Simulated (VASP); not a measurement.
# GeW (Fm-3m) in VASP: a series of runs

The runs below take GeW through single point, with PBE+D3(BJ), PBE+D4, RPBE+D4.

All numbers are computed with VASP 6.6.1; they aren't measurements. Logs are shortened: lines on timing, memory, paths and dates and some standing lists are left out, and cuts for length are marked.

**1. The cell of the first run**

Symmetry: Fm-3m, No. 225, cubic system. Conventional cell: a = 5.109 Å, b = 5.109 Å, c = 5.109 Å, α = 90.00°, β = 90.00°, γ = 90.00°. Within 3.4 Å of Ge (site symmetry m-3m) lie 6 W at 2.55 Å. Within 3.4 Å of W (site symmetry m-3m) lie 6 Ge at 2.55 Å.

**2. Single point, PBE+D3(BJ)**

Input file INCAR:

```
SYSTEM = GeW
PREC = Accurate
ENCUT = 520
EDIFF = 1E-7
ISMEAR = -1
SIGMA = 0.05
LREAL = .False.
LASPH = .True.
NELM = 60
ALGO = Normal
ISIF = 2
LWAVE = .False.
LCHARG = .False.
GGA = PE
IVDW = 12
NBANDS = 21
```

Input file KPOINTS:

```
regular mesh
0
Gamma
  9 9 9
  0 0 0
```

Input file POSCAR:

```
GeW
1.0
    0.0000000000      2.5546493101      2.5546493101
    2.5546493101      0.0000000000      2.5546493101
    2.5546493101      2.5546493101      0.0000000000
Ge W
1 1
Direct
    0.5000000000      0.5000000000      0.5000000000
    0.0000000000      0.0000000000      0.0000000000
```

Potentials or basis: VASP PAW PBE potentials, release 64 (Ge_d, W_sv).

Started as:

```bash
cat potpaw_PBE.64/Ge_d/POTCAR potpaw_PBE.64/W_sv/POTCAR > POTCAR
mpirun -np 1 vasp_std > vasp.out
```

OUTCAR:

```text
SYSTEM = GeW
   PREC = Accurate
   ENCUT = 520
   EDIFF = 1E-7
   ISMEAR = -1
   LREAL = .False.
   LASPH = .True.
   NELM = 60
   ISIF = 2
   GGA = PE
   IVDW = 12
 IVDW          = 12

 ion  position               nearest neighbor table
   1  0.500  0.500  0.500-   2 2.55   2 2.55   2 2.55   2 2.55   2 2.55   2 2.55
   2  0.000  0.000  0.000-   1 2.55   1 2.55   1 2.55   1 2.55   1 2.55   1 2.55

  LATTYP: Found a face centered cubic cell.
 ALAT       =     5.1092986202

  Lattice vectors:

 A1 = (   0.0000000000,   2.5546493101,   2.5546493101)
 A2 = (   2.5546493101,   0.0000000000,   2.5546493101)
 A3 = (   2.5546493101,   2.5546493101,   0.0000000000)

Analysis of symmetry for initial positions (statically):
=====================================================================
 Subroutine PRICEL returns:
 Original cell was already a primitive cell.

 Routine SETGRP: Setting up the symmetry group for a
 face centered cubic supercell.

 Subroutine GETGRP returns: Found 48 space group operations
 (whereof 48 operations were pure point group operations)
 out of a pool of 48 trial point group operations.

The static configuration has the point symmetry O_h .

Analysis of symmetry for dynamics (positions and initial velocities):
=====================================================================
 Subroutine PRICEL returns:
 Original cell was already a primitive cell.

 Routine SETGRP: Setting up the symmetry group for a
 face centered cubic supercell.

 Subroutine GETGRP returns: Found 48 space group operations
 (whereof 48 operations were pure point group operations)
 out of a pool of 48 trial point group operations.

The dynamic configuration has the point symmetry O_h .

 Subroutine INISYM returns: Found 48 space group operations
 (whereof 48 operations are pure point group operations),
 and found     1 'primitive' translations

----------------------------------------------------------------------------------------

                                     Primitive cell

  volume of cell :      33.3445

  direct lattice vectors                    reciprocal lattice vectors
     0.000000000  2.554649310  2.554649310    -0.195721580  0.195721580  0.195721580
     2.554649310  0.000000000  2.554649310     0.195721580 -0.195721580  0.195721580
     2.554649310  2.554649310  0.000000000     0.195721580  0.195721580 -0.195721580

  length of vectors
     3.612819701  3.612819701  3.612819701     0.338999721  0.338999721  0.338999721

  position of ions in fractional coordinates (direct lattice)
     0.500000000  0.500000000  0.500000000
     0.000000000  0.000000000  0.000000000

  ion indices of the primitive-cell ions
   primitive index   ion index
                 1           1
                 2           2

----------------------------------------------------------------------------------------

 KPOINTS: regular mesh

Automatic generation of k-mesh.
 Grid dimensions read from file:
 generate k-points for:    9    9    9

 Generating k-lattice:

  Cartesian coordinates                     Fractional coordinates (reciprocal lattice)
    -0.021746842  0.021746842  0.021746842     0.111111111  0.000000000  0.000000000
     0.021746842 -0.021746842  0.021746842     0.000000000  0.111111111  0.000000000
     0.021746842  0.021746842 -0.021746842     0.000000000  0.000000000  0.111111111

  Length of vectors
     0.037666636  0.037666636  0.037666636

  Shift w.r.t. Gamma in fractional coordinates (k-lattice)
     0.000000000  0.000000000  0.000000000

 Subroutine IBZKPT returns following result:
 ===========================================

 Found     35 irreducible k-points:

 Following reciprocal coordinates:
            Coordinates               Weight
  0.000000  0.000000  0.000000      1.000000
  0.111111  0.000000  0.000000      8.000000
  0.222222  0.000000  0.000000      8.000000
  0.333333  0.000000  0.000000      8.000000
  0.444444  0.000000  0.000000      8.000000
  0.111111  0.111111  0.000000      6.000000
[... 16 lines left out ...]
 -0.333333  0.333333  0.000000     12.000000
  0.444444  0.444444  0.000000      6.000000
 [... further k-points ...]
   k-points           NKPTS =     35   k-points in BZ     NKDIM =     35   number of bands    NBANDS=     21
   number of dos      NEDOS =    301   number of ions     NIONS =      2
   total plane-waves  NPLWV =  21952
   dimension x,y,z NGX =    28 NGY =   28 NGZ =   28
   dimension x,y,z NGXF=    56 NGYF=   56 NGZF=   56
   ions per type =               1   1
   NGX,Y,Z   is equivalent  to a cutoff of  12.88, 12.88, 12.88 a.u.
   NGXF,Y,Z  is equivalent  to a cutoff of  25.77, 25.77, 25.77 a.u.
 SYSTEM =  GeW
   PREC   = accura    normal or accurate (medium, high low for compatibility)
   ISTART =      0    job   : 0-new  1-cont  2-samecut
   ICHARG =      2    charge: 1-file 2-atom 10-const
   ISPIN  =      1    spin polarized calculation?
   LNONCOLLINEAR =      F non collinear calculations
   LSORBIT =      F    spin-orbit coupling
   LASPH  =      T    aspherical Exc in radial PAW
   ENCUT  =  520.0 eV  38.22 Ry    6.18 a.u.   6.72  6.72  6.72*2*pi/ulx,y,z
   NELM   =     60;   NELMIN=  2; NELMDL= -5     # of ELM steps
   EDIFF  = 0.1E-06   stopping-criterion for ELM
   LREAL  =      F    real-space projection
   EDIFFG = 0.1E-05   stopping-criterion for IOM
   NSW    =      0    number of steps for IOM
   IBRION =     -1    ionic relax: 0-MD 1-quasi-New 2-CG
   NFREE  =      0    steps in history (QN), initial steepest desc. (CG)
   ISIF   =      2    stress and relaxation
   ISYM   =      2    0-nonsym 1-usesym 2-fastsym
   POTIM  = 0.5000    time-step for ionic-motion
   TEBEG  =    0.0;   TEEND  =   0.0 temperature during run
   PSTRESS=    0.0 pullay stress
   NELECT =      28.0000    total number of electrons
   NUPDOWN=      -1.0000    fix difference up-down
   EMIN   =  10.00;   EMAX   =-10.00  energy-range for DOS
   EFERMI =   0.00;   METHOD = LEGACY
   ISMEAR =    -1;   SIGMA  =   0.05  broadening in eV -4-tet -1-fermi 0-gaus
   EFERMI_NEDOS =   21; number of points for ismear=-14 and -15
   IALGO  =     38    algorithm
   IMIX   =      4    mixing-type and parameters
     AMIX     =   0.40;   BMIX     =  1.00
     AMIX_MAG =   1.60;   BMIX_MAG =  1.00
  volume/ion in A,a.u.               =      16.67       112.51
  Fermi-wavevector in a.u.,A,eV,Ry     =   1.544494  2.918670 32.456176  2.385462
  Thomas-Fermi vector in A             =   2.650007
   LORBIT       =      0    0 simple, 1 ext, 2 COOP (PROOUT), +10 PAW based schemes
   GGA     = PE    functional components
   LHFCALC =     F    Hartree Fock is set to
   AEXX    =    0.0000 exact exchange contribution
   IVDW    =    12    specifies the selected vdW correction
   LEPSILON=     F    determine dielectric tensor
   LRPA    =     F    only Hartree local field effects (RPA)
 non-spin polarized calculation
  energy-cutoff  :      520.00
  volume of cell :       33.34
 maximum number of plane-waves:       914
   NGX = 13   NGY = 13   NGZ = 13

 number of electron      27.9999985 magnetization

 Free energy of the ion-electron system (eV)
  ---------------------------------------------------
  ext. energy  EPLUGINS =         0.00000000
  ---------------------------------------------------
  free energy    TOTEN  =       -15.69965776 eV

  energy without entropy =      -15.67614223  energy(sigma->0) =      -15.68789999

 E-fermi :   9.4035     XC(G=0): -12.5643

 val. band max:        9.3789368737   @ k =  -0.3333   0.3333   0.1111
 cond. band min:       9.4053593630   @ k =   0.3333   0.1111   0.0000
 fundamental gap:      0.0264224893
 Fermi energy:         9.4034534145

 k-point     1 :       0.0000    0.0000    0.0000
  band No.  band energies     occupation
      1     -65.0643      2.00000
      2     -29.2630      2.00000
      3     -29.2630      2.00000
      4     -29.2630      2.00000
      5     -15.0884      2.00000
      6     -15.0884      2.00000
[... 13 lines left out ...]
     20      17.5880      0.00000
     21      24.8696      0.00000

 k-point     2 :       0.1111    0.0000    0.0000
  band No.  band energies     occupation
      1     -65.0639      2.00000
      2     -29.2766      2.00000
      3     -29.2655      2.00000
      4     -29.2655      2.00000
      5     -15.0834      2.00000
      6     -15.0834      2.00000
[... 13 lines left out ...]
     20      18.3543      0.00000
     21      22.5244      0.00000

 k-point     3 :       0.2222    0.0000    0.0000
  band No.  band energies     occupation
      1     -65.0627      2.00000
      2     -29.3109      2.00000
      3     -29.2718      2.00000
      4     -29.2718      2.00000
      5     -15.0708      2.00000
      6     -15.0708      2.00000
[... 13 lines left out ...]
     20      20.1073      0.00000
     21      21.2442      0.00000

 k-point     4 :       0.3333    0.0000    0.0000
  band No.  band energies     occupation
      1     -65.0615      2.00000
      2     -29.3496      2.00000
      3     -29.2789      2.00000
      4     -29.2789      2.00000
      5     -15.0565      2.00000
      6     -15.0565      2.00000
[... 13 lines left out ...]
     20      19.3660      0.00000
     21      19.3660      0.00000

 k-point     5 :       0.4444    0.0000    0.0000
  band No.  band energies     occupation
      1     -65.0606      2.00000
      2     -29.3747      2.00000
      3     -29.2835      2.00000
      4     -29.2835      2.00000
      5     -15.0473      2.00000
      6     -15.0473      2.00000
[... 13 lines left out ...]
     20      18.7718      0.00000
     21      18.7718      0.00000
[... 382 lines left out ...]
     20      20.7410      0.00000
     21      22.8665      0.00000

 k-point    22 :      -0.4444    0.3333    0.0000
  band No.  band energies     occupation
      1     -65.0595      2.00000
      2     -29.3528      2.00000
      3     -29.3216      2.00000
      4     -29.2990      2.00000
      5     -15.0740      2.00000
      6     -15.0622      2.00000
[... 13 lines left out ...]
     20      20.4061      0.00000
     21      22.0182      0.00000

 k-point    23 :      -0.3333    0.3333    0.0000
  band No.  band energies     occupation
      1     -65.0597      2.00000
      2     -29.3415      2.00000
      3     -29.3361      2.00000
      4     -29.2944      2.00000
      5     -15.0722      2.00000
      6     -15.0513      2.00000
[... 13 lines left out ...]
     20      20.5192      0.00000
     21      21.1219      0.00000

 k-point    24 :       0.4444    0.4444    0.0000
  band No.  band energies     occupation
      1     -65.0596      2.00000
      2     -29.3623      2.00000
      3     -29.3035      2.00000
      4     -29.3035      2.00000
      5     -15.0800      2.00000
      6     -15.0758      2.00000
[... 13 lines left out ...]
     20      21.4988      0.00000
     21      24.4704      0.00000

 [... further k-points ...]

------------------------ aborting loop because EDIFF is reached ----------------------------------------

 Edisp (eV)   -1.04423

 E8    (eV) :    -0.5029

  FORCE on cell =-STRESS in cart. coord.  units (eV):
  Direction    XX          YY          ZZ          XY          YZ          ZX
  --------------------------------------------------------------------------------------
  -------------------------------------------------------------------------------------
  Total       0.05659     0.05659     0.05659     0.00000     0.00000     0.00000
  in kB       2.71894     2.71894     2.71894     0.00000     0.00000     0.00000
  external pressure =        2.72 kB  Pullay stress =        0.00 kB

 VOLUME and BASIS-vectors are now :
 -----------------------------------------------------------------------------
  energy-cutoff  :      520.00
  volume of cell :       33.34
      direct lattice vectors                 reciprocal lattice vectors
     0.000000000  2.554649310  2.554649310    -0.195721580  0.195721580  0.195721580
     2.554649310  0.000000000  2.554649310     0.195721580 -0.195721580  0.195721580
     2.554649310  2.554649310  0.000000000     0.195721580  0.195721580 -0.195721580

 POSITION                                       TOTAL-FORCE (eV/Angst)
 -----------------------------------------------------------------------------------
      2.55465      2.55465      2.55465         0.000000     -0.000000     -0.000000
      0.00000      0.00000      0.00000        -0.000000      0.000000      0.000000
 -----------------------------------------------------------------------------------
    total drift:                                0.000000      0.000000      0.000000

  FREE ENERGIE OF THE ION-ELECTRON SYSTEM (eV)
  ---------------------------------------------------
  free  energy   TOTEN  =       -16.7438844798 eV

  energy  without entropy=      -16.7203689497  energy(sigma->0) =      -16.73212671
```

Run time: 16 s. Hardware: 1 thread of AMD EPYC 9R45 (Zen 5), shared host; peak memory 0.15 GiB.

Results:

* Free energy: -16.7439 eV
* Pressure: 0.3 GPa
* Band gap on the k mesh: zero (band 14 reaches 9.98 eV, above the bottom of band 15 at 8.19 eV)
* Dispersion energy per atom: -0.522 eV

Caveat: spin-orbit coupling is left out, which moves the levels of the heavy elements; pairwise dispersion overbinds metals, which lowers pressure and volume.

**3. Single point, PBE+D4**

This run uses another cell than the first one, of 16.72 Å³/atom, 1.003 times its volume.

Input file INCAR:

```
PREC = Accurate
ENCUT = 520
EDIFF = 1E-6
ISMEAR = -1
SIGMA = 0.05
LREAL = F
LASPH = T
NELM = 100
ALGO = Normal
ISIF = 2
LWAVE = F
LCHARG = F
GGA = PE
IVDW = 13
NBANDS = 21
```

Input file KPOINTS:

```
Automatic mesh
0
Gamma
  9 9 9
```

Input file POSCAR:

```
GeW
1.0
    0.0000000000      2.5569957340      2.5569957340
    2.5569957340      0.0000000000      2.5569957340
    2.5569957340      2.5569957340      0.0000000000
Ge W
1 1
Direct
    0.5000000000      0.5000000000      0.5000000000
    0.0000000000      0.0000000000      0.0000000000
```

Potentials or basis: VASP PAW PBE potentials, release 64 (Ge_d, W_sv).

Started as:

```bash
cat potpaw_PBE.64/Ge_d/POTCAR potpaw_PBE.64/W_sv/POTCAR > POTCAR
mpirun -np 1 vasp_std > vasp.out
```

It took 15 s on 1 thread of AMD EPYC 9R45 (Zen 5), shared host; peak memory 0.14 GiB.

The run converged. Its results:

```
Free energy                : -16.7527 eV
Pressure                   : 0.3 GPa
Band gap on the k mesh     : zero (band 14 reaches 9.94 eV, above the bottom of band 15 at 8.16 eV)
Dispersion energy per atom : -0.525 eV
```

Levels at points of the mesh, in eV from the Fermi level:
```
           k point  band 11  band 12  band 13  band 14  band 15  band 16  band 17  band 18
(0.00, 0.00, 0.00)    -1.67    -1.67    -1.67    -0.90    -0.90     2.48     2.48     2.48
```

Caveat: spin-orbit coupling is left out, which moves the levels of the heavy elements; pairwise dispersion overbinds metals, which lowers pressure and volume.

**4. Single point, RPBE+D4**

This run uses another cell than the first one, of 16.62 Å³/atom, 0.997 times its volume.

Input file INCAR:

```
ALGO = Normal
EDIFF = 1E-7
ENCUT = 520
GGA = RP
ISIF = 2
ISMEAR = -1
IVDW = 13
LASPH = True
LCHARG = True
LELF = True
LREAL = False
LVHAR = True
LWAVE = False
NBANDS = 21
NELM = 60
PREC = Accurate
SIGMA = 0.05
```

Input file KPOINTS:

```
k-points
0
Gamma
  9 9 9
```

Input file POSCAR:

```
GeW
1.0
    0.0000000000      2.5518066048      2.5518066048
    2.5518066048      0.0000000000      2.5518066048
    2.5518066048      2.5518066048      0.0000000000
Ge W
1 1
Direct
    0.5000000000      0.5000000000      0.5000000000
    0.0000000000      0.0000000000      0.0000000000
```

Started as:

```bash
cat potpaw_PBE.64/Ge_d/POTCAR potpaw_PBE.64/W_sv/POTCAR > POTCAR
mpirun -np 1 vasp_std > vasp.out
```

Wall time 18 s (1 thread of AMD EPYC 9R45 (Zen 5), shared host); peak memory 0.14 GiB.

It converged, with:

```yaml
Free_energy: -16.6397 eV
Pressure: 0.3 GPa
Band_gap_on_the_k_mesh: zero (band 14 reaches 10.13 eV, above the bottom of band 15 at 8.33 eV)
Dispersion_energy_per_atom: -0.957 eV
```

Levels at points of the mesh, in eV from the Fermi level:
```
           k point  band 12  band 13  band 14  band 15  band 16  band 17
(0.00, 0.00, 0.00)    -1.69    -1.69    -0.91    -0.91     2.50     2.50
```

Caveat: the PAW data sets were made with another functional, which shifts forces and pressure a little; spin-orbit coupling is left out, which moves the levels of the heavy elements; pairwise dispersion overbinds metals, which lowers pressure and volume.

**5. The runs side by side**

| level | cell | gap on the mesh (eV) | pressure (GPa) |
| --- | --- | --- | --- |
| PBE+D3(BJ) | a = 3.613 Å, angles 60.0°, 2 atoms | none | 0.3 |
| PBE+D4 | a = 3.616 Å, angles 60.0°, 2 atoms | none | 0.3 |
| RPBE+D4 | a = 3.609 Å, angles 60.0°, 2 atoms | none | 0.3 |

Alike in all rows: task single point; potentials or basis VASP PAW PBE potentials, release 64 (Ge_d, W_sv); no spin polarisation; k mesh 9 × 9 × 9; cutoff (eV) 520; smearing fermi-dirac 0.05 eV.

Caveats: spin-orbit coupling is left out, which moves the levels of the heavy elements; pairwise dispersion overbinds metals, which lowers pressure and volume; the PAW data sets were made with another functional, which shifts forces and pressure a little (some runs).

Absolute energies hang on the potentials; compare differences alone.
